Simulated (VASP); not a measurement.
# Rb3Zn (I4/mmm) in VASP: notebook

Runs on Rb3Zn. Level: PBE. Tasks: single point.

All numbers are computed with VASP 6.6.1; they aren't measurements. Logs are shortened: lines on timing, memory, paths and dates and some standing lists are left out, and cuts for length are marked.

**1. The cell of the first run**

Symmetry: I4/mmm, No. 139, tetragonal system. Conventional cell: a = 6.279 Å, b = 6.279 Å, c = 12.635 Å, α = 90.00°, β = 90.00°, γ = 90.00°. Within 5.8 Å of Rb (site symmetry 4/mmm) lie 4 Zn at 4.44 Å and 8 Rb at 4.45 Å. Within 5.8 Å of Rb (site symmetry -4m2) lie 8 Rb at 4.44 to 4.45 Å and 4 Zn at 4.45 Å. Zn (site symmetry 4/mmm) has 12 Rb at 4.44 to 4.45 Å within 5.8 Å.

**2. Single point, PBE**

Input file INCAR:

```
PREC = Accurate
ENCUT = 520
EDIFF = 1E-7
ISMEAR = 0
SIGMA = 0.05
LREAL = False
LASPH = True
NELM = 60
ALGO = Fast
ISIF = 2
LWAVE = False
LCHARG = False
GGA = PE
NBANDS = 28
```

Input file KPOINTS:

```
Automatic mesh
0
Gamma
  6 6 6
```

Input file POSCAR:

```
Rb3Zn
1.0
   -3.1396880000      3.1396880000      6.3175350000
    3.1396880000     -3.1396880000      6.3175350000
    3.1396880000      3.1396880000     -6.3175350000
Rb Zn
3 1
Direct
    0.5000000000      0.5000000000      0.0000000000
    0.2500000000      0.7500000000      0.5000000000
    0.7500000000      0.2500000000      0.5000000000
    0.0000000000      0.0000000000      0.0000000000
```

Potentials or basis: VASP PAW PBE potentials, release 64 (Rb_sv, Zn).

On the command line:

```sh
$ cat potpaw_PBE.64/Rb_sv/POTCAR potpaw_PBE.64/Zn/POTCAR > POTCAR
$ mpirun -np 1 vasp_std > vasp.out
```

OUTCAR:

```text
PREC = Accurate
   ENCUT = 520
   EDIFF = 1E-7
   ISMEAR = 0
   LREAL = False
   LASPH = True
   NELM = 60
   ISIF = 2
   GGA = PE

 ion  position               nearest neighbor table
   1  0.500  0.500  0.000-   2 4.45   3 4.45   2 4.45   3 4.45   2 4.45   3 4.45   2 4.45   3 4.45

   2  0.250  0.750  0.500-   3 4.44   3 4.44   3 4.44   3 4.44   1 4.45   1 4.45   1 4.45   1 4.45

   3  0.750  0.250  0.500-   2 4.44   2 4.44   2 4.44   2 4.44   1 4.45   1 4.45   1 4.45   1 4.45

   4  0.000  0.000  0.000-

  LATTYP: Found a body centered tetragonal cell.
 ALAT       =     6.2793760000
 C/A-ratio  =     2.0121537554

  Lattice vectors:

 A1 = (  -3.1396880000,   3.1396880000,   6.3175350000)
 A2 = (   3.1396880000,  -3.1396880000,   6.3175350000)
 A3 = (   3.1396880000,   3.1396880000,  -6.3175350000)

Analysis of symmetry for initial positions (statically):
=====================================================================
 Subroutine PRICEL returns:
 Original cell was already a primitive cell.

 Routine SETGRP: Setting up the symmetry group for a
 body centered tetragonal supercell.

 Subroutine GETGRP returns: Found 16 space group operations
 (whereof 16 operations were pure point group operations)
 out of a pool of 16 trial point group operations.

The static configuration has the point symmetry D_4h.

Analysis of symmetry for dynamics (positions and initial velocities):
=====================================================================
 Subroutine PRICEL returns:
 Original cell was already a primitive cell.

 Routine SETGRP: Setting up the symmetry group for a
 body centered tetragonal supercell.

 Subroutine GETGRP returns: Found 16 space group operations
 (whereof 16 operations were pure point group operations)
 out of a pool of 16 trial point group operations.

The dynamic configuration has the point symmetry D_4h.

 Subroutine INISYM returns: Found 16 space group operations
 (whereof 16 operations are pure point group operations),
 and found     1 'primitive' translations

----------------------------------------------------------------------------------------

                                     Primitive cell

  volume of cell :     249.1040

  direct lattice vectors                    reciprocal lattice vectors
    -3.139688000  3.139688000  6.317535000     0.000000000  0.159251493  0.079144793
     3.139688000 -3.139688000  6.317535000     0.159251493  0.000000000  0.079144793
     3.139688000  3.139688000 -6.317535000     0.159251493  0.159251493  0.000000000

  length of vectors
     7.721821673  7.721821673  7.721821673     0.177834013  0.177834013  0.225215621

  position of ions in fractional coordinates (direct lattice)
     0.500000000  0.500000000  0.000000000
     0.250000000  0.750000000  0.500000000
     0.750000000  0.250000000  0.500000000
     0.000000000  0.000000000  0.000000000

  ion indices of the primitive-cell ions
   primitive index   ion index
                 1           1
                 2           2
                 3           3
                 4           4

----------------------------------------------------------------------------------------

 KPOINTS: Automatic mesh

Automatic generation of k-mesh.
 Grid dimensions read from file:
 generate k-points for:    6    6    6

 Generating k-lattice:

  Cartesian coordinates                     Fractional coordinates (reciprocal lattice)
     0.000000000  0.026541915  0.013190799     0.166666667  0.000000000 -0.000000000
     0.026541915  0.000000000  0.013190799     0.000000000  0.166666667 -0.000000000
     0.026541915  0.026541915  0.000000000     0.000000000  0.000000000  0.166666667

  Length of vectors
     0.029639002  0.029639002  0.037535937

  Shift w.r.t. Gamma in fractional coordinates (k-lattice)
     0.000000000  0.000000000  0.000000000

 Subroutine IBZKPT returns following result:
 ===========================================

 Found     30 irreducible k-points:

 Following reciprocal coordinates:
            Coordinates               Weight
  0.000000  0.000000  0.000000      1.000000
  0.166667  0.000000  0.000000      8.000000
  0.333333  0.000000  0.000000      8.000000
  0.500000  0.000000  0.000000      4.000000
  0.166667  0.166667  0.000000      8.000000
  0.333333  0.166667  0.000000     16.000000
[... 16 lines left out ...]
 -0.333333 -0.333333  0.166667      8.000000
 -0.166667 -0.333333  0.166667      8.000000
 [... further k-points ...]
   k-points           NKPTS =     30   k-points in BZ     NKDIM =     30   number of bands    NBANDS=     28
   number of dos      NEDOS =    301   number of ions     NIONS =      4
   total plane-waves  NPLWV = 216000
   dimension x,y,z NGX =    60 NGY =   60 NGZ =   60
   dimension x,y,z NGXF=   120 NGYF=  120 NGZF=  120
   ions per type =               3   1
   NGX,Y,Z   is equivalent  to a cutoff of  12.92, 12.92, 12.92 a.u.
   NGXF,Y,Z  is equivalent  to a cutoff of  25.84, 25.84, 25.84 a.u.
 SYSTEM =  unknown system
   PREC   = accura    normal or accurate (medium, high low for compatibility)
   ISTART =      0    job   : 0-new  1-cont  2-samecut
   ICHARG =      2    charge: 1-file 2-atom 10-const
   ISPIN  =      1    spin polarized calculation?
   LNONCOLLINEAR =      F non collinear calculations
   LSORBIT =      F    spin-orbit coupling
   LASPH  =      T    aspherical Exc in radial PAW
   ENCUT  =  520.0 eV  38.22 Ry    6.18 a.u.  14.36 14.36 14.36*2*pi/ulx,y,z
   NELM   =     60;   NELMIN=  2; NELMDL= -5     # of ELM steps
   EDIFF  = 0.1E-06   stopping-criterion for ELM
   LREAL  =      F    real-space projection
   EDIFFG = 0.1E-05   stopping-criterion for IOM
   NSW    =      0    number of steps for IOM
   IBRION =     -1    ionic relax: 0-MD 1-quasi-New 2-CG
   NFREE  =      0    steps in history (QN), initial steepest desc. (CG)
   ISIF   =      2    stress and relaxation
   ISYM   =      2    0-nonsym 1-usesym 2-fastsym
   POTIM  = 0.5000    time-step for ionic-motion
   TEBEG  =    0.0;   TEEND  =   0.0 temperature during run
   PSTRESS=    0.0 pullay stress
   NELECT =      39.0000    total number of electrons
   NUPDOWN=      -1.0000    fix difference up-down
   EMIN   =  10.00;   EMAX   =-10.00  energy-range for DOS
   EFERMI =   0.00;   METHOD = LEGACY
   ISMEAR =     0;   SIGMA  =   0.05  broadening in eV -4-tet -1-fermi 0-gaus
   EFERMI_NEDOS =   21; number of points for ismear=-14 and -15
   IALGO  =     68    algorithm
   IMIX   =      4    mixing-type and parameters
     AMIX     =   0.40;   BMIX     =  1.00
     AMIX_MAG =   1.60;   BMIX_MAG =  1.00
  volume/ion in A,a.u.               =      62.28       420.26
  Fermi-wavevector in a.u.,A,eV,Ry     =   0.882340  1.667382 10.592470  0.778525
  Thomas-Fermi vector in A             =   2.002959
   LORBIT       =      0    0 simple, 1 ext, 2 COOP (PROOUT), +10 PAW based schemes
   GGA     = PE    functional components
   LHFCALC =     F    Hartree Fock is set to
   AEXX    =    0.0000 exact exchange contribution
   IVDW    =     0    specifies the selected vdW correction
   LEPSILON=     F    determine dielectric tensor
   LRPA    =     F    only Hartree local field effects (RPA)
 non-spin polarized calculation
 RMM-DIIS sequential band-by-band and
 Gauss-broadening in eV      SIGMA  =   0.05
  energy-cutoff  :      520.00
  volume of cell :      249.10
 maximum number of plane-waves:      6752
 NGX is ok and might be reduce to    60
   NGX = 29   NGY = 29   NGZ = 29

 number of electron      39.0000007 magnetization

 Free energy of the ion-electron system (eV)
  ---------------------------------------------------
  ext. energy  EPLUGINS =         0.00000000
  ---------------------------------------------------
  free energy    TOTEN  =        -3.22365566 eV

  energy without entropy =       -3.21843533  energy(sigma->0) =       -3.22104549

 E-fermi :   0.4947     XC(G=0):  -6.2974

 val. band max:        0.4564036527   @ k =   0.5000   0.3333  -0.0000
 cond. band min:       0.4993622626   @ k =   0.5000   0.1667   0.0000
 fundamental gap:      0.0429586100
 Fermi energy:         0.4947040207

 k-point     1 :       0.0000    0.0000    0.0000
  band No.  band energies     occupation
      1     -28.4109      2.00000
      2     -28.3688      2.00000
      3     -28.3565      2.00000
      4     -12.6165      2.00000
      5     -12.5455      2.00000
      6     -12.5455      2.00000
[... 20 lines left out ...]
     27       2.9059      0.00000
     28       2.9059      0.00000

 k-point     2 :       0.1667    0.0000    0.0000
  band No.  band energies     occupation
      1     -28.4104      2.00000
      2     -28.3684      2.00000
      3     -28.3575      2.00000
      4     -12.6156      2.00000
      5     -12.5417      2.00000
      6     -12.5386      2.00000
[... 20 lines left out ...]
     27       2.8949      0.00000
     28       2.9027      0.00000

 k-point     3 :       0.3333    0.0000    0.0000
  band No.  band energies     occupation
      1     -28.4094      2.00000
      2     -28.3667      2.00000
      3     -28.3602      2.00000
      4     -12.6073      2.00000
      5     -12.5397      2.00000
      6     -12.5344      2.00000
[... 20 lines left out ...]
     27       2.9794      0.00000
     28       3.4484      0.00000

 k-point     4 :       0.5000    0.0000    0.0000
  band No.  band energies     occupation
      1     -28.4089      2.00000
      2     -28.3640      2.00000
      3     -28.3634      2.00000
      4     -12.6004      2.00000
      5     -12.5382      2.00000
      6     -12.5310      2.00000
[... 20 lines left out ...]
     27       3.4378      0.00000
     28       3.8225      0.00000

 k-point     5 :       0.1667    0.1667    0.0000
  band No.  band energies     occupation
      1     -28.4097      2.00000
      2     -28.3681      2.00000
      3     -28.3584      2.00000
      4     -12.6139      2.00000
      5     -12.5555      2.00000
      6     -12.5355      2.00000
[... 20 lines left out ...]
     27       2.9697      0.00000
     28       3.1540      0.00000

 k-point     6 :       0.3333    0.1667    0.0000
  band No.  band energies     occupation
      1     -28.4089      2.00000
      2     -28.3666      2.00000
      3     -28.3607      2.00000
      4     -12.6112      2.00000
      5     -12.5602      2.00000
      6     -12.5320      2.00000
[... 463 lines left out ...]
      5     -12.5774      2.00000
      6     -12.5295      2.00000
[... 20 lines left out ...]
     27       3.2392      0.00000
     28       3.5271      0.00000

 k-point    22 :      -0.1667    0.5000    0.1667
  band No.  band energies     occupation
      1     -28.4088      2.00000
      2     -28.3673      2.00000
      3     -28.3601      2.00000
      4     -12.5885      2.00000
      5     -12.5527      2.00000
      6     -12.5508      2.00000
[... 20 lines left out ...]
     27       3.4145      0.00000
     28       3.5928      0.00000

 k-point    23 :      -0.3333   -0.3333    0.1667
  band No.  band energies     occupation
      1     -28.4088      2.00000
      2     -28.3691      2.00000
      3     -28.3584      2.00000
      4     -12.5904      2.00000
      5     -12.5749      2.00000
      6     -12.5486      2.00000
[... 20 lines left out ...]
     27       3.1238      0.00000
     28       3.3160      0.00000

 k-point    24 :      -0.1667   -0.3333    0.1667
  band No.  band energies     occupation
      1     -28.4095      2.00000
      2     -28.3693      2.00000
      3     -28.3575      2.00000
      4     -12.5945      2.00000
      5     -12.5633      2.00000
      6     -12.5622      2.00000
[... 20 lines left out ...]
     27       2.9657      0.00000
     28       2.9964      0.00000

 [... further k-points ...]

------------------------ aborting loop because EDIFF is reached ----------------------------------------

  FORCE on cell =-STRESS in cart. coord.  units (eV):
  Direction    XX          YY          ZZ          XY          YZ          ZX
  --------------------------------------------------------------------------------------
  -------------------------------------------------------------------------------------
  Total        0.1678335      0.1678335     -0.0549179      0.0000000     -0.0000000     -0.0000000
  in kB        1.0794652      1.0794652     -0.3532187      0.0000000     -0.0000000     -0.0000000
  external PRESSURE =       0.6019039 kB  Pullay stress =       0.0000000 kB

 VOLUME and BASIS-vectors are now :
 -----------------------------------------------------------------------------
  energy-cutoff  :      520.00
  volume of cell :      249.10
      direct lattice vectors                 reciprocal lattice vectors
    -3.139688000  3.139688000  6.317535000     0.000000000  0.159251493  0.079144793
     3.139688000 -3.139688000  6.317535000     0.159251493  0.000000000  0.079144793
     3.139688000  3.139688000 -6.317535000     0.159251493  0.159251493  0.000000000

 POSITION                                       TOTAL-FORCE (eV/Angst)
 -----------------------------------------------------------------------------------
      0.00000      0.00000      6.31754        -0.000000     -0.000000      0.000000
      3.13969     -0.00000      3.15877         0.000000      0.000000     -0.000000
     -0.00000      3.13969      3.15877        -0.000000     -0.000000      0.000000
      0.00000      0.00000      0.00000        -0.000000     -0.000000      0.000000
 -----------------------------------------------------------------------------------
    total drift:                               -0.000000     -0.000000      0.000000

  FREE ENERGIE OF THE ION-ELECTRON SYSTEM (eV)
  ---------------------------------------------------
  free  energy   TOTEN  =        -3.2236556579 eV

  energy  without entropy=       -3.2184353314  energy(sigma->0) =       -3.22104549
```

Wall time 14 min (1 thread of Oxide Virtual Turin-like, shared host); peak memory 0.56 GiB.

What came out:

| Quantity | Value |
| --- | --- |
| Free energy | -3.2237 eV |
| Pressure | 0.1 GPa |
| Band gap on the k mesh | zero (an odd number of electrons rules out a gap without spin polarisation) |

(Continued in part 2 of 2.)

The gap in the log of VASP goes by the Fermi energy; the results here count the filled bands.